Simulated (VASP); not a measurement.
Input of a VASP 6.6.1 run:

Contents of INCAR:

```
ALGO = Normal
EDIFF = 1E-8
ENCUT = 600
GGA = CA
IBRION = 6
ISIF = 3
ISMEAR = -1
LASPH = T
LCHARG = T
LREAL = F
LWAVE = F
NBANDS = 17
NELM = 80
NFREE = 2
NSW = 1
POTIM = 0.015
PREC = Accurate
SIGMA = 0.1
```

File KPOINTS:

```
k-points
0
Gamma
  12 12 12
```

The input POSCAR:

```
TePb
1.0
    3.8748337044      0.0000000000      0.0000000000
    0.0000000000      3.8748337044      0.0000000000
    0.0000000000      0.0000000000      3.8748337044
Te Pb
1 1
Direct
    0.5000000000      0.5000000000      0.5000000000
    0.0000000000      0.0000000000      0.0000000000
```

Potentials or basis: VASP PAW LDA potentials, release 64 (Te, Pb_d).

Launch:

```bash
$ cat potpaw_LDA.64/Te/POTCAR potpaw_LDA.64/Pb_d/POTCAR > POTCAR
$ mpirun -np 1 vasp_std > vasp.out
```

(1) Estimate the elastic constants C11, C12, C44.

(2) Estimate the Voigt bulk modulus.

(3) What does it give for the highest phonon frequency at Γ, LO-TO splitting left out?

Results:

(1) 68, 45, 17 GPa.

(2) 53 GPa.

(3) 23 cm⁻¹.
